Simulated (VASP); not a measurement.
# Ta5Ru (P4/mmm) in VASP: further runs

Runs on Ta5Ru. Level: PBE. Tasks: relaxation of cell and atoms, single point.

Everything below comes from runs of VASP 6.6.1. Logs are shortened: lines on timing, memory, paths and dates and some standing lists are left out, and cuts for length are marked.

### Step 1. The cell of the first run

The structure is tetragonal, space group P4/mmm (No. 123). The conventional cell has a = 3.188 Å, b = 3.188 Å, c = 9.563 Å, α = 90.00°, β = 90.00°, γ = 90.00°. Ta (site symmetry 4mm) has 13 Ta at 2.76 to 3.19 Å and 1 Ru at 3.19 Å within 3.6 Å. Within 3.6 Å of Ta (site symmetry 4mm) lie 10 Ta at 2.76 to 3.19 Å and 4 Ru at 2.76 Å. Within 3.6 Å of Ta (site symmetry 4/mmm) lie 14 Ta at 2.76 to 3.19 Å. Within 3.6 Å of Ru (site symmetry 4/mmm) lie 10 Ta at 2.76 to 3.19 Å and 4 Ru at 3.19 Å.

### Step 2. Relaxation of cell and atoms, PBE

Contents of INCAR:

```
PREC     = Accurate       # precision mode
ENCUT    = 600            # plane-wave cutoff, eV
EDIFF    = 1E-7           # SCF threshold, eV
ISMEAR   = 0              # smearing method
SIGMA    = 0.1            # smearing width, eV
LREAL    = F              # projectors in reciprocal space
LASPH    = T              # aspherical terms in the spheres
NELM     = 60             # most SCF steps
ALGO     = Fast           # electronic algorithm
ISIF     = 3              # what is computed and relaxed
LWAVE    = F              # write WAVECAR
LCHARG   = F              # write CHGCAR
GGA      = PE             # functional
IBRION   = 2              # ionic algorithm
NSW      = 90             # ionic steps
EDIFFG   = -0.04          # ionic threshold
```

Contents of KPOINTS:

```
Automatic mesh
0
Gamma
  6 6 2
```

Contents of POSCAR:

```
Ta5Ru
1.0
    3.1875843200      0.0000000000      0.0000000000
    0.0000000000      3.1875843200      0.0000000000
    0.0000000000      0.0000000000      9.5627529700
Ta Ru
5 1
Direct
    0.0000000000      0.0000000000      0.1666666700
    0.5000000000      0.5000000000      0.3333333300
    0.5000000000      0.5000000000      0.6666666700
    0.0000000000      0.0000000000      0.8333333300
    0.5000000000      0.5000000000      0.0000000000
    0.0000000000      0.0000000000      0.5000000000
```

Potentials or basis: VASP PAW PBE potentials, release 64 (Ta_pv, Ru_pv).

Run with:

```bash
cat potpaw_PBE.64/Ta_pv/POTCAR potpaw_PBE.64/Ru_pv/POTCAR > POTCAR
mpirun -np 1 vasp_std > vasp.out
```

OUTCAR:

```text
PREC = Accurate
   ENCUT = 600
   EDIFF = 1E-7
   ISMEAR = 0
   LREAL = F
   LASPH = T
   NELM = 60
   ISIF = 3
   GGA = PE
   IBRION = 2
   NSW = 90
   EDIFFG = -0.04

 ion  position               nearest neighbor table
   1  0.000  0.000  0.167-   2 2.76   2 2.76   2 2.76   2 2.76   5 2.76   5 2.76   5 2.76   5 2.76
                             6 3.19   4 3.19
   2  0.500  0.500  0.333-   1 2.76   1 2.76   1 2.76   1 2.76   6 2.76   6 2.76   6 2.76   6 2.76
                             5 3.19   3 3.19
   3  0.500  0.500  0.667-   4 2.76   4 2.76   4 2.76   4 2.76   6 2.76   6 2.76   6 2.76   6 2.76
                             5 3.19   2 3.19
   4  0.000  0.000  0.833-   3 2.76   3 2.76   3 2.76   3 2.76   5 2.76   5 2.76   5 2.76   5 2.76
                             6 3.19   1 3.19
   5  0.500  0.500  0.000-   1 2.76   4 2.76   1 2.76   4 2.76   1 2.76   4 2.76   1 2.76   4 2.76
                             3 3.19   2 3.19
   6  0.000  0.000  0.500-   2 2.76   3 2.76   2 2.76   3 2.76   2 2.76   3 2.76   2 2.76   3 2.76
                             1 3.19   4 3.19

  LATTYP: Found a simple tetragonal cell.
 ALAT       =     3.1875843200
 C/A-ratio  =     3.0000000031

  Lattice vectors:

 A1 = (   3.1875843200,   0.0000000000,   0.0000000000)
 A2 = (   0.0000000000,   3.1875843200,   0.0000000000)
 A3 = (   0.0000000000,   0.0000000000,   9.5627529700)

Analysis of symmetry for initial positions (statically):
=====================================================================
 Subroutine PRICEL returns:
 Original cell was already a primitive cell.

 Routine SETGRP: Setting up the symmetry group for a
 simple tetragonal supercell.

 Subroutine GETGRP returns: Found 16 space group operations
 (whereof 16 operations were pure point group operations)
 out of a pool of 16 trial point group operations.

The static configuration has the point symmetry D_4h.

Analysis of symmetry for dynamics (positions and initial velocities):
=====================================================================
 Subroutine PRICEL returns:
 Original cell was already a primitive cell.

 Routine SETGRP: Setting up the symmetry group for a
 simple tetragonal supercell.

 Subroutine GETGRP returns: Found 16 space group operations
 (whereof 16 operations were pure point group operations)
 out of a pool of 16 trial point group operations.

The dynamic configuration has the point symmetry D_4h.

 Subroutine INISYM returns: Found 16 space group operations
 (whereof 16 operations are pure point group operations),
 and found     1 'primitive' translations

----------------------------------------------------------------------------------------

                                     Primitive cell

  volume of cell :      97.1642

  direct lattice vectors                    reciprocal lattice vectors
     3.187584320  0.000000000  0.000000000     0.313717191  0.000000000  0.000000000
     0.000000000  3.187584320  0.000000000     0.000000000  0.313717191  0.000000000
     0.000000000  0.000000000  9.562752970     0.000000000  0.000000000  0.104572397

  length of vectors
     3.187584320  3.187584320  9.562752970     0.313717191  0.313717191  0.104572397

  position of ions in fractional coordinates (direct lattice)
     0.000000000  0.000000000  0.166666670
     0.500000000  0.500000000  0.333333330
     0.500000000  0.500000000  0.666666670
     0.000000000  0.000000000  0.833333330
     0.500000000  0.500000000  0.000000000
     0.000000000  0.000000000  0.500000000

  ion indices of the primitive-cell ions
   primitive index   ion index
                 1           1
                 2           2
                 3           3
                 4           4
                 5           5
                 6           6

----------------------------------------------------------------------------------------

 KPOINTS: Automatic mesh

Automatic generation of k-mesh.
 Grid dimensions read from file:
 generate k-points for:    6    6    2

 Generating k-lattice:

  Cartesian coordinates                     Fractional coordinates (reciprocal lattice)
     0.052286199  0.000000000  0.000000000     0.166666667  0.000000000  0.000000000
     0.000000000  0.052286199  0.000000000     0.000000000  0.166666667  0.000000000
     0.000000000  0.000000000  0.052286199     0.000000000  0.000000000  0.500000000

  Length of vectors
     0.052286199  0.052286199  0.052286199

  Shift w.r.t. Gamma in fractional coordinates (k-lattice)
     0.000000000  0.000000000  0.000000000

 Subroutine IBZKPT returns following result:
 ===========================================

 Found     20 irreducible k-points:

 Following reciprocal coordinates:
            Coordinates               Weight
  0.000000  0.000000  0.000000      1.000000
  0.166667  0.000000  0.000000      4.000000
  0.333333  0.000000  0.000000      4.000000
  0.500000  0.000000  0.000000      2.000000
  0.166667  0.166667  0.000000      4.000000
  0.333333  0.166667  0.000000      8.000000
[... 12 lines left out ...]
  0.500000  0.333333  0.500000      4.000000
  0.500000  0.500000  0.500000      1.000000
   k-points           NKPTS =     20   k-points in BZ     NKDIM =     20   number of bands    NBANDS=     41
   number of dos      NEDOS =    301   number of ions     NIONS =      6
   total plane-waves  NPLWV =  62720
   dimension x,y,z NGX =    28 NGY =   28 NGZ =   80
   dimension x,y,z NGXF=    56 NGYF=   56 NGZF=  160
   ions per type =               5   1
   NGX,Y,Z   is equivalent  to a cutoff of  14.60, 14.60, 13.91 a.u.
   NGXF,Y,Z  is equivalent  to a cutoff of  29.21, 29.21, 27.82 a.u.
 SYSTEM =  unknown system
   PREC   = accura    normal or accurate (medium, high low for compatibility)
   ISTART =      0    job   : 0-new  1-cont  2-samecut
   ICHARG =      2    charge: 1-file 2-atom 10-const
   ISPIN  =      1    spin polarized calculation?
   LNONCOLLINEAR =      F non collinear calculations
   LSORBIT =      F    spin-orbit coupling
   LASPH  =      T    aspherical Exc in radial PAW
   ENCUT  =  600.0 eV  44.10 Ry    6.64 a.u.   6.37  6.37 19.10*2*pi/ulx,y,z
   NELM   =     60;   NELMIN=  2; NELMDL= -5     # of ELM steps
   EDIFF  = 0.1E-06   stopping-criterion for ELM
   LREAL  =      F    real-space projection
   EDIFFG = -.4E-01   stopping-criterion for IOM
   NSW    =     90    number of steps for IOM
   IBRION =      2    ionic relax: 0-MD 1-quasi-New 2-CG
   NFREE  =      1    steps in history (QN), initial steepest desc. (CG)
   ISIF   =      3    stress and relaxation
   ISYM   =      2    0-nonsym 1-usesym 2-fastsym
   POTIM  = 0.5000    time-step for ionic-motion
   TEBEG  =    0.0;   TEEND  =   0.0 temperature during run
   PSTRESS=    0.0 pullay stress
   NELECT =      69.0000    total number of electrons
   NUPDOWN=      -1.0000    fix difference up-down
   EMIN   =  10.00;   EMAX   =-10.00  energy-range for DOS
   EFERMI =   0.00;   METHOD = LEGACY
   ISMEAR =     0;   SIGMA  =   0.10  broadening in eV -4-tet -1-fermi 0-gaus
   EFERMI_NEDOS =   21; number of points for ismear=-14 and -15
   IALGO  =     68    algorithm
   IMIX   =      4    mixing-type and parameters
     AMIX     =   0.40;   BMIX     =  1.00
     AMIX_MAG =   1.60;   BMIX_MAG =  1.00
  volume/ion in A,a.u.               =      16.19       109.28
  Fermi-wavevector in a.u.,A,eV,Ry     =   1.460570  2.760077 29.024836  2.133265
  Thomas-Fermi vector in A             =   2.577004
   LORBIT       =      0    0 simple, 1 ext, 2 COOP (PROOUT), +10 PAW based schemes
   GGA     = PE    functional components
   LHFCALC =     F    Hartree Fock is set to
   AEXX    =    0.0000 exact exchange contribution
   IVDW    =     0    specifies the selected vdW correction
   LEPSILON=     F    determine dielectric tensor
   LRPA    =     F    only Hartree local field effects (RPA)
 conjugate gradient relaxation of ions
 non-spin polarized calculation
 RMM-DIIS sequential band-by-band and
 Gauss-broadening in eV      SIGMA  =   0.10
  energy-cutoff  :      600.00
  volume of cell :       97.16
 maximum number of plane-waves:      3276
 NGX is ok and might be reduce to    28
   NGX = 13   NGY = 13   NGZ = 39

--------------------------------------- Ionic step        1  -------------------------------------------

 number of electron      68.9999999 magnetization

 Free energy of the ion-electron system (eV)
  ---------------------------------------------------
  ext. energy  EPLUGINS =         0.00000000
  ---------------------------------------------------
  free energy    TOTEN  =       -68.88477235 eV

  energy without entropy =      -68.86416375  energy(sigma->0) =      -68.87446805

------------------------ aborting loop because EDIFF is reached ----------------------------------------

  FORCE on cell =-STRESS in cart. coord.  units (eV):
  Direction    XX          YY          ZZ          XY          YZ          ZX
  --------------------------------------------------------------------------------------
  -------------------------------------------------------------------------------------
  Total       11.6744931     11.6744931     11.5098251      0.0000000     -0.0000000      0.0000000
  in kB      192.5051331    192.5051331    189.7898597      0.0000000     -0.0000000      0.0000000
  external PRESSURE =     191.6000420 kB  Pullay stress =       0.0000000 kB
[... 101 lines left out ...]
  FREE ENERGIE OF THE ION-ELECTRON SYSTEM (eV)
  ---------------------------------------------------
  free  energy   TOTEN  =       -69.3637829346 eV

  energy  without entropy=      -69.3422433752  energy(sigma->0) =      -69.35301315

[... ionic steps 4 to 7 ...]

--------------------------------------- Ionic step        8  -------------------------------------------

 number of electron      69.0000003 magnetization

------------------------ aborting loop because EDIFF is reached ----------------------------------------

  FORCE on cell =-STRESS in cart. coord.  units (eV):
  Direction    XX          YY          ZZ          XY          YZ          ZX
  --------------------------------------------------------------------------------------
  -------------------------------------------------------------------------------------
  Total       -0.9906550     -0.9906550     -0.5079188      0.0000000      0.0000000      0.0000000
  in kB      -15.0486851    -15.0486851     -7.7156121      0.0000000      0.0000000      0.0000000
  external PRESSURE =     -12.6043274 kB  Pullay stress =       0.0000000 kB
[... 65 lines left out ...]
  energy  without entropy=      -69.3785234395  energy(sigma->0) =      -69.39251019

--------------------------------------- Ionic step       10  -------------------------------------------

 number of electron      69.0000004 magnetization

 Free energy of the ion-electron system (eV)
  ---------------------------------------------------
  ext. energy  EPLUGINS =         0.00000000
  ---------------------------------------------------
  free energy    TOTEN  =       -69.41036253 eV

  energy without entropy =      -69.38249573  energy(sigma->0) =      -69.39642913

 E-fermi :   6.5655     XC(G=0): -12.7533

 val. band max:        6.5405977592   @ k =   0.5000   0.0000   0.5000
 cond. band min:       6.5699944432   @ k =   0.1667   0.0000   0.5000
 fundamental gap:      0.0293966841
 Fermi energy:         6.5655167758

 k-point     1 :       0.0000    0.0000    0.0000
  band No.  band energies     occupation
      1     -36.3010      2.00000
      2     -36.2904      2.00000
      3     -36.2904      2.00000
      4     -27.9606      2.00000
      5     -27.7960      2.00000
      6     -27.7427      2.00000
[... 902 lines left out ...]
  FREE ENERGIE OF THE ION-ELECTRON SYSTEM (eV)
  ---------------------------------------------------
  free  energy   TOTEN  =       -69.4103625259 eV

  energy  without entropy=      -69.3824957311  energy(sigma->0) =      -69.39642913

 reached required accuracy - stopping structural energy minimisation
```

Wall time 9.2 min (1 thread of Intel Xeon 6975P-C (Granite Rapids), shared host); peak memory 0.3 GiB.

What came out:

```
Free energy                           : -69.4104 eV
Relaxed volume                        : 17.49 Å³/atom
Relaxed cell                          : a = 3.256 Å, b = 3.256 Å, c = 9.902 Å, α = 90.00°, β = 90.00°, γ = 90.00°
Space group after relaxing (to 0.1 Å) : P4/mmm (No. 123)
Energy gained by relaxing             : 87.6 meV/atom
Ionic steps                           : 10
Pressure after relaxing               : -0.2 GPa
Largest force after relaxing          : 0.023 eV/Å
Band gap on the k mesh                : zero (an odd number of electrons rules out a gap without spin polarisation)
```

Forces in eV/Å, atoms in the order of the input:
```
Ta   0.000  0.000  0.023
Ta   0.000  0.000 -0.002
Ta   0.000  0.000  0.002
Ta   0.000  0.000 -0.023
Ta   0.000  0.000  0.000
Ru   0.000  0.000  0.000
```

Step by step:
```
step  energy change (eV)  largest force (eV/Å)  pressure (GPa)  volume (Å³)
   1              0.0000                1.4618           19.16        97.16
   2              1.7886                0.2462          -28.18       127.02
   3             -0.4790                0.7197           -1.85       105.72
   4             -0.4816                0.7530           -0.70       105.15
   5             -0.4815                0.7628           -0.37       104.98
   6             -0.5150                0.2013            0.37       104.62
   7             -0.5180                0.2183            0.71       104.47
   8             -0.5211                0.1206           -1.26       105.47
   9             -0.5217                0.1499           -0.68       105.18
  10             -0.5256                0.0231           -0.19       104.97
```

Final structure:
```
CELL_PARAMETERS angstrom
3.25589 0.00000 0.00000
0.00000 3.25589 0.00000
0.00000 0.00000 9.90204
ATOMIC_POSITIONS crystal
Ta 0.00000 0.00000 0.16913
Ta 0.50000 0.50000 0.34096
Ta 0.50000 0.50000 0.65904
Ta 0.00000 0.00000 0.83087
Ta 0.50000 0.50000 0.00000
Ru 0.00000 0.00000 0.50000
```

Caveat: spin-orbit coupling is left out, which moves the levels of the heavy elements.

[end of part 1 of 2]
